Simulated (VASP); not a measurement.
Input of a VASP 6.6.1 run:

The input INCAR:

```
SYSTEM = HfSiO4
PREC = Accurate
ENCUT = 520
EDIFF = 1E-6
ISMEAR = -1
SIGMA = 0.05
LREAL = .False.
LASPH = .True.
NELM = 60
ALGO = Normal
ISIF = 2
LWAVE = .False.
LCHARG = .False.
GGA = PE
NBANDS = 50
```

The input KPOINTS:

```
Automatic mesh
0
Gamma
  5 5 5
  0 0 0
```

POSCAR

```
HfSiO4
1.0
   -3.2862500000      3.2862500000      2.8623360000
    3.2862500000     -3.2862500000      2.8623360000
    3.2862500000      3.2862500000     -2.8623360000
Hf Si O
2 2 8
Direct
    0.0000000000      0.0000000000      0.0000000000
    0.7500000000      0.2500000000      0.5000000000
    0.5000000000      0.5000000000      0.0000000000
    0.2500000000      0.7500000000      0.5000000000
    0.6804557737      0.4937557687      0.8132999949
    0.2437557687      0.9304557737      0.3132999949
    0.6804557737      0.8671557788      0.1867000051
    0.6171557788      0.9304557737      0.6867000051
    0.0695442263      0.3828442212      0.3132999949
    0.5062442313      0.3195442263      0.1867000051
    0.0695442263      0.7562442313      0.6867000051
    0.1328442212      0.3195442263      0.8132999949
```

Potentials or basis: VASP PAW PBE potentials, release 64 (Hf_pv, Si, O).

Run with:

```sh
$ cat potpaw_PBE.64/Hf_pv/POTCAR potpaw_PBE.64/Si/POTCAR potpaw_PBE.64/O/POTCAR > POTCAR
$ mpirun -np 1 vasp_std > vasp.out
```

(1) Predict the band gap on the k mesh.

(2) Predict the largest force.

(3) Estimate the pressure.

## Answers

(1) 5.60 eV, indirect (least direct gap 5.90 eV).

(2) 0.204 eV/Å.

(3) 17.3 GPa.

Caveat: spin-orbit coupling is left out, which moves the levels of the heavy elements.
